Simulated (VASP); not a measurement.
# V24H4C in VASP: single point with PBE+D3(BJ)

Aim: the single point of V24H4C with PBE+D3(BJ).

Everything below comes from runs of VASP 6.6.1. Logs are shortened: lines on timing, memory, paths and dates and some standing lists are left out, and cuts for length are marked.

## (1) The cell of the first run

The cell holds a slab with vacuum, 29 atoms: a = 6.040 Å, b = 9.060 Å, c = 18.530 Å, α = 90.00°, β = 90.00°, γ = 90.00°.

## (2) Single point, PBE+D3(BJ)

INCAR

```
SYSTEM = V24H4C
ALGO = Normal ; EDIFF = 1E-6
ENCUT = 520 ; GGA = PE
ISIF = 2 ; ISMEAR = -1
IVDW = 12 ; LASPH = .TRUE.
LCHARG = .FALSE. ; LREAL = Auto
LWAVE = .FALSE. ; NBANDS = 180
NELM = 100 ; PREC = Accurate
SIGMA = 0.15
```

KPOINTS

```
k-points
0
G
  2 2 1
  0 0 0
```

POSCAR

```
V24H4C
1.0
    6.0400000000      0.0000000000      0.0000000000
    0.0000000000      9.0600000000      0.0000000000
    0.0000000000      0.0000000000     18.5300000000
V C H
24 1 4
Direct
    0.2500000000      0.1666666667      0.0539665407
    0.7500000000      0.1666666667      0.0539665407
    0.2500000000      0.5000000000      0.0539665407
    0.7500000000      0.5000000000      0.0539665407
    0.2500000000      0.8333333333      0.0539665407
    0.7500000000      0.8333333333      0.0539665407
    0.0000000000      0.0000000000      0.1294441446
    0.5000000000      0.0000000000      0.1294495413
    0.0000000000      0.3333333333      0.1294441446
    0.5000000000      0.3333333333      0.1294441446
    0.0000000000      0.6666666667      0.1294603346
    0.5000000000      0.6666666667      0.1294549379
    0.2500165563      0.1666666667      0.2126173772
    0.7499834437      0.1666666667      0.2126119806
    0.2500331126      0.5000441501      0.2126389638
    0.7499668874      0.5000441501      0.2126389638
    0.2500331126      0.8332891832      0.2126335672
    0.7499668874      0.8332781457      0.2126335672
    0.0000000000     -0.0000441501      0.2784241770
    0.5000000000     -0.0000551876      0.2784349703
    0.0000000000      0.3334105960      0.2784241770
    0.5000000000      0.3334105960      0.2784781436
    0.0000000000      0.6666445916      0.2785213168
    0.5000000000      0.6666556291      0.2786940097
    0.4985927152      0.6466004415      0.5161305990
    0.4855960265      0.7598123620      0.4963788451
    0.3579304636      0.5821633554      0.4966432812
    0.6525496689      0.5972737307      0.4967620076
    0.4984437086      0.6461037528      0.5750350783
```

Potentials or basis: VASP PAW PBE potentials, release 64 (V_sv, C, H).

Run with:

```bash
cat potpaw_PBE.64/V_sv/POTCAR potpaw_PBE.64/C/POTCAR potpaw_PBE.64/H/POTCAR > POTCAR
mpirun -np 1 vasp_std > vasp.out
```

OUTCAR:

```text
SYSTEM = V24H4C
   EDIFF = 1E-6
   ENCUT = 520
   GGA = PE
   ISIF = 2
   ISMEAR = -1
   IVDW = 12
   LASPH = .TRUE.
   LREAL = Auto
   NELM = 100
   PREC = Accurate
 IVDW          = 12

 ion  position               nearest neighbor table
   1  0.250  0.167  0.054-   9 2.55  10 2.55   7 2.55   8 2.55
   2  0.750  0.167  0.054-   9 2.55  10 2.55   7 2.55   8 2.55
   3  0.250  0.500  0.054-   9 2.55  10 2.55  12 2.55  11 2.55
   4  0.750  0.500  0.054-   9 2.55  10 2.55  12 2.55  11 2.55
   5  0.250  0.833  0.054-   7 2.55   8 2.55  12 2.55  11 2.55
   6  0.750  0.833  0.054-   7 2.55   8 2.55  12 2.55  11 2.55
   7  0.000  0.000  0.129-   1 2.55   2 2.55   5 2.55   6 2.55  14 2.63  13 2.63  17 2.63  18 2.63
                            19 2.76
   8  0.500  0.000  0.129-   1 2.55   2 2.55   5 2.55   6 2.55  14 2.63  13 2.63  17 2.63  18 2.63
                            20 2.76
   9  0.000  0.333  0.129-   1 2.55   2 2.55   3 2.55   4 2.55  14 2.63  13 2.63  15 2.63  16 2.63
                            21 2.76
  10  0.500  0.333  0.129-   1 2.55   2 2.55   3 2.55   4 2.55  14 2.63  13 2.63  15 2.63  16 2.63
                            22 2.76
  11  0.000  0.667  0.129-   5 2.55   6 2.55   3 2.55   4 2.55  18 2.63  17 2.63  15 2.63  16 2.63
                            23 2.76
  12  0.500  0.667  0.129-   5 2.55   6 2.55   3 2.55   4 2.55  18 2.63  17 2.63  15 2.63  16 2.63
                            24 2.77
  13  0.250  0.167  0.213-  19 2.46  20 2.46  21 2.46  22 2.46   8 2.63  10 2.63   9 2.63   7 2.63
[... 11 lines left out ...]
  19  0.000  1.000  0.278-  17 2.46  18 2.46  13 2.46  14 2.46   7 2.76
  20  0.500  1.000  0.278-  17 2.46  18 2.46  13 2.46  14 2.46   8 2.76
  21  0.000  0.333  0.278-  15 2.46  16 2.46  13 2.46  14 2.46   9 2.76
  22  0.500  0.333  0.278-  15 2.46  16 2.46  13 2.46  14 2.46  10 2.76
  23  0.000  0.667  0.279-  15 2.46  16 2.46  18 2.46  17 2.46  11 2.76
  24  0.500  0.667  0.279-  15 2.46  16 2.46  18 2.46  17 2.46  12 2.77
  25  0.499  0.647  0.516-  29 1.09  26 1.09  27 1.09  28 1.09
  26  0.486  0.760  0.496-  25 1.09
  27  0.358  0.582  0.497-  25 1.09
  28  0.653  0.597  0.497-  25 1.09
  29  0.498  0.646  0.575-  25 1.09

  LATTYP: Found a simple orthorhombic cell.
 ALAT       =     6.0400000000
 B/A-ratio  =     1.5000000000
 C/A-ratio  =     3.0678807947

  Lattice vectors:

 A1 = (   6.0400000000,   0.0000000000,   0.0000000000)
 A2 = (   0.0000000000,   9.0600000000,   0.0000000000)
 A3 = (   0.0000000000,   0.0000000000,  18.5300000000)

Analysis of symmetry for initial positions (statically):
=====================================================================
 Subroutine PRICEL returns:
 Original cell was already a primitive cell.

 Routine SETGRP: Setting up the symmetry group for a
 simple orthorhombic supercell.

 Subroutine GETGRP returns: Found  1 space group operations
 (whereof  1 operations were pure point group operations)
 out of a pool of  8 trial point group operations.

The static configuration has the point symmetry C_1 .

Analysis of symmetry for dynamics (positions and initial velocities):
=====================================================================
 Subroutine PRICEL returns:
 Original cell was already a primitive cell.

 Routine SETGRP: Setting up the symmetry group for a
 simple orthorhombic supercell.

 Subroutine GETGRP returns: Found  1 space group operations
 (whereof  1 operations were pure point group operations)
 out of a pool of  8 trial point group operations.

The dynamic configuration has the point symmetry C_1 .

 Subroutine INISYM returns: Found  1 space group operations
 (whereof  1 operations are pure point group operations),
 and found     1 'primitive' translations

----------------------------------------------------------------------------------------

                                     Primitive cell

  volume of cell :    1014.0061

  direct lattice vectors                    reciprocal lattice vectors
     6.040000000  0.000000000  0.000000000     0.165562914  0.000000000  0.000000000
     0.000000000  9.060000000  0.000000000     0.000000000  0.110375276  0.000000000
     0.000000000  0.000000000 18.530000000     0.000000000  0.000000000  0.053966541

  length of vectors
     6.040000000  9.060000000 18.530000000     0.165562914  0.110375276  0.053966541

  position of ions in fractional coordinates (direct lattice)
     0.250000000  0.166666667  0.053966541
     0.750000000  0.166666667  0.053966541
     0.250000000  0.500000000  0.053966541
     0.750000000  0.500000000  0.053966541
     0.250000000  0.833333333  0.053966541
     0.750000000  0.833333333  0.053966541
[... 21 lines left out ...]
     0.652549669  0.597273731  0.496762008
     0.498443709  0.646103753  0.575035078

  ion indices of the primitive-cell ions
   primitive index   ion index
                 1           1
                 2           2
                 3           3
                 4           4
                 5           5
                 6           6
[... 21 lines left out ...]
                28          28
                29          29

----------------------------------------------------------------------------------------

 KPOINTS: k-points

Automatic generation of k-mesh.
 Grid dimensions read from file:
 generate k-points for:    2    2    1

 Generating k-lattice:

  Cartesian coordinates                     Fractional coordinates (reciprocal lattice)
     0.082781457  0.000000000  0.000000000     0.500000000  0.000000000  0.000000000
     0.000000000  0.055187638  0.000000000     0.000000000  0.500000000  0.000000000
     0.000000000  0.000000000  0.053966541     0.000000000  0.000000000  1.000000000

  Length of vectors
     0.082781457  0.055187638  0.053966541

  Shift w.r.t. Gamma in fractional coordinates (k-lattice)
     0.000000000  0.000000000  0.000000000

 Subroutine IBZKPT returns following result:
 ===========================================

 Found      4 irreducible k-points:

 Following reciprocal coordinates:
            Coordinates               Weight
  0.000000  0.000000  0.000000      1.000000
  0.500000  0.000000  0.000000      1.000000
  0.000000  0.500000  0.000000      1.000000
  0.500000  0.500000  0.000000      1.000000
   k-points           NKPTS =      4   k-points in BZ     NKDIM =      4   number of bands    NBANDS=    180
   number of dos      NEDOS =    301   number of ions     NIONS =     29
   total plane-waves  NPLWV = 470400
   dimension x,y,z NGX =    48 NGY =   70 NGZ =  140
   dimension x,y,z NGXF=    96 NGYF=  140 NGZF=  280
   ions per type =              24   1   4
   NGX,Y,Z   is equivalent  to a cutoff of  13.21, 12.84, 12.56 a.u.
   NGXF,Y,Z  is equivalent  to a cutoff of  26.42, 25.69, 25.12 a.u.
 SYSTEM =  V24H4C
   PREC   = accura    normal or accurate (medium, high low for compatibility)
   ISTART =      0    job   : 0-new  1-cont  2-samecut
   ICHARG =      2    charge: 1-file 2-atom 10-const
   ISPIN  =      1    spin polarized calculation?
   LNONCOLLINEAR =      F non collinear calculations
   LSORBIT =      F    spin-orbit coupling
   LASPH  =      T    aspherical Exc in radial PAW
   ENCUT  =  520.0 eV  38.22 Ry    6.18 a.u.  11.23 16.85 34.45*2*pi/ulx,y,z
   NELM   =    100;   NELMIN=  2; NELMDL= -5     # of ELM steps
   EDIFF  = 0.1E-05   stopping-criterion for ELM
   LREAL  =      T    real-space projection
   EDIFFG = 0.1E-04   stopping-criterion for IOM
   NSW    =      0    number of steps for IOM
   IBRION =     -1    ionic relax: 0-MD 1-quasi-New 2-CG
   NFREE  =      0    steps in history (QN), initial steepest desc. (CG)
   ISIF   =      2    stress and relaxation
   ISYM   =      2    0-nonsym 1-usesym 2-fastsym
   POTIM  = 0.5000    time-step for ionic-motion
   TEBEG  =    0.0;   TEEND  =   0.0 temperature during run
   PSTRESS=    0.0 pullay stress
   NELECT =     320.0000    total number of electrons
   NUPDOWN=      -1.0000    fix difference up-down
   EMIN   =  10.00;   EMAX   =-10.00  energy-range for DOS
   EFERMI =   0.00;   METHOD = LEGACY
   ISMEAR =    -1;   SIGMA  =   0.15  broadening in eV -4-tet -1-fermi 0-gaus
   EFERMI_NEDOS =   21; number of points for ismear=-14 and -15
   IALGO  =     38    algorithm
   IMIX   =      4    mixing-type and parameters
     AMIX     =   0.40;   BMIX     =  1.00
     AMIX_MAG =   1.60;   BMIX_MAG =  1.00
  volume/ion in A,a.u.               =      34.97       235.96
  Fermi-wavevector in a.u.,A,eV,Ry     =   1.114580  2.106251 16.902367  1.242289
  Thomas-Fermi vector in A             =   2.251177
   LORBIT       =      0    0 simple, 1 ext, 2 COOP (PROOUT), +10 PAW based schemes
   GGA     = PE    functional components
   LHFCALC =     F    Hartree Fock is set to
   AEXX    =    0.0000 exact exchange contribution
   IVDW    =    12    specifies the selected vdW correction
   LEPSILON=     F    determine dielectric tensor
   LRPA    =     F    only Hartree local field effects (RPA)
 non-spin polarized calculation
  energy-cutoff  :      520.00
  volume of cell :     1014.01
 maximum number of plane-waves:     27310
 NGX is ok and might be reduce to    48
   NGX = 23   NGY = 33   NGZ = 69

 number of electron     319.9999932 magnetization

 Free energy of the ion-electron system (eV)
  ---------------------------------------------------
  ext. energy  EPLUGINS =         0.00000000
  ---------------------------------------------------
  free energy    TOTEN  =      -223.65837756 eV

  energy without entropy =     -220.65952427  energy(sigma->0) =     -222.15895092

 E-fermi :   0.9057     XC(G=0):  -5.7070

 val. band max:        0.8963858398   @ k =   0.0000   0.0000   0.0000
 cond. band min:       0.9190014121   @ k =   0.0000   0.0000   0.0000
 fundamental gap:      0.0226155723
 Fermi energy:         0.9056936364

 k-point     1 :       0.0000    0.0000    0.0000
  band No.  band energies     occupation
      1     -63.2576      2.00000
      2     -63.2249      2.00000
      3     -63.2248      2.00000
      4     -63.2136      2.00000
      5     -63.2032      2.00000
      6     -63.2032      2.00000
[... 689 lines left out ...]
    171       1.2963      0.13777
    172       1.2970      0.13717
 [bands above 172 left out]

------------------------ aborting loop because EDIFF is reached ----------------------------------------

 Edisp (eV)  -10.21161

 E8    (eV) :    -4.9824

  FORCE on cell =-STRESS in cart. coord.  units (eV):
  Direction    XX          YY          ZZ          XY          YZ          ZX
  --------------------------------------------------------------------------------------
  -------------------------------------------------------------------------------------
  Total     -26.91047   -22.46858    -3.84503     0.00068     0.03432    -0.00263
  in kB     -42.51980   -35.50141    -6.07533     0.00107     0.05423    -0.00415
  external pressure =      -28.03 kB  Pullay stress =        0.00 kB

 VOLUME and BASIS-vectors are now :
 -----------------------------------------------------------------------------
  energy-cutoff  :      520.00
  volume of cell :     1014.01
      direct lattice vectors                 reciprocal lattice vectors
     6.040000000  0.000000000  0.000000000     0.165562914  0.000000000  0.000000000
     0.000000000  9.060000000  0.000000000     0.000000000  0.110375276  0.000000000
     0.000000000  0.000000000 18.530000000     0.000000000  0.000000000  0.053966541

 POSITION                                       TOTAL-FORCE (eV/Angst)
 -----------------------------------------------------------------------------------
      1.51000      1.51000      1.00000         0.000275      0.001051      0.549347
      4.53000      1.51000      1.00000        -0.000315      0.001030      0.549319
      1.51000      4.53000      1.00000         0.000539      0.000878      0.552997
      4.53000      4.53000      1.00000        -0.000583      0.000882      0.552924
      1.51000      7.55000      1.00000         0.000432     -0.001788      0.550685
      4.53000      7.55000      1.00000        -0.000474     -0.001854      0.550711
[... 21 lines left out ...]
      3.94140      5.41130      9.20500         0.104983     -0.052110     -0.085152
      3.01060      5.85370     10.65540        -0.003204      0.036174      0.155361
 -----------------------------------------------------------------------------------
    total drift:                                0.000566     -0.000620      0.005915

  FREE ENERGIE OF THE ION-ELECTRON SYSTEM (eV)
  ---------------------------------------------------
  free  energy   TOTEN  =      -233.8699872657 eV

  energy  without entropy=     -230.8711339732  energy(sigma->0) =     -232.37056062
```

Wall time 68 min (1 thread of Oxide Virtual Turin-like, shared host); peak memory 1.1 GiB.

What came out:

```
Free energy                : -233.8700 eV
Largest force              : 0.845 eV/Å
Band gap on the k mesh     : zero (bands 160 and 161 overlap by 0.08 eV)
Dispersion energy per atom : -0.352 eV
```

Forces on the atoms (eV/Å):
```
V    0.000  0.001  0.549
V    0.000  0.001  0.549
V    0.001  0.001  0.553
V   -0.001  0.001  0.553
V    0.000 -0.002  0.551
V    0.000 -0.002  0.551
V    0.000 -0.001 -0.250
V    0.000 -0.002 -0.249
V    0.000  0.000 -0.260
V    0.000  0.000 -0.259
V    0.000  0.001 -0.258
V    0.000  0.000 -0.256
V    0.001 -0.004 -0.845
V   -0.001 -0.004 -0.844
V    0.002  0.002 -0.839
V   -0.002  0.002 -0.839
V    0.003  0.000 -0.842
V   -0.003  0.002 -0.843
V    0.000 -0.002  0.554
V    0.000  0.000  0.554
V    0.000  0.005  0.560
V    0.000  0.003  0.563
V    0.000 -0.003  0.564
V    0.000 -0.003  0.567
C    0.007 -0.045 -0.016
H   -0.010  0.132 -0.052
H   -0.098 -0.069 -0.086
H    0.105 -0.052 -0.085
H   -0.003  0.036  0.155
```

Levels at points of the mesh, in eV from the Fermi level:
```
           k point  band 155  band 156  band 157  band 158  band 159  band 160  band 161  band 162  band 163  band 164
(0.00, 0.00, 0.00)     -0.09     -0.03     -0.01     -0.01     -0.01      0.01      0.08      0.09      0.14      0.22
(0.50, 0.00, 0.00)     -0.61     -0.61     -0.56     -0.56     -0.21     -0.21     -0.01     -0.01     -0.01     -0.01
(0.00, 0.50, 0.00)     -0.10     -0.10     -0.09     -0.04      0.07      0.07      0.08      0.09      0.27      0.27
(0.50, 0.50, 0.00)     -0.27     -0.27     -0.27     -0.27     -0.14     -0.14      0.18      0.18      0.18      0.18
```

Caveat: the k points lie up to 0.52 Å⁻¹ apart; there is no dipole correction, which matters where the two faces differ.

The gap in the log of VASP goes by the Fermi energy; the results here count the filled bands.